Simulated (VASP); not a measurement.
The system is MgS.

```
Mg S
1.0
     0.00000    2.60165    2.60165
     2.60165    0.00000    2.60165
     2.60165    2.60165    0.00000
Mg S
1 1
Cartesian
  0.0000 0.0000 0.0000
  2.6016 2.6016 2.6016
```

* Program: VASP 6.6.1
* Task: relaxation of cell and atoms
* Functional: LDA
* Potentials or basis: VASP PAW LDA potentials, release 64 (Mg, S)
* Cutoff: 600 eV
* k mesh: 16 × 16 × 16
* Occupations: fermi-dirac, width 0.1 eV
* Spin: no spin polarisation

At the start: pressure -3.8 GPa; volume 17.61 Å³/atom.

**Question.** How do energy, volume and symmetry change on relaxing?

**Answer.** Over 3 steps the energy falls by 10.6 meV/atom and the volume is 16.76 Å³/atom (-4.8 %); space group Fm-3m (No. 225, to 0.1 Å) before and after.

The path:
```tsv
step	energy change (eV)	largest force (eV/Å)	pressure (GPa)	volume (Å³)
1	0.0000	0.0000	-3.83	35.22
2	-0.0200	0.0000	1.05	33.12
3	-0.0212	0.0000	0.00	33.51
```

Final structure:
```xyz
2
Lattice="0.0000 2.5589 2.5589 2.5589 0.0000 2.5589 2.5589 2.5589 0.0000" Properties=species:S:1:pos:R:3 pbc="T T T"
Mg    0.0000    0.0000    0.0000
S     2.5589    2.5589    2.5589
```
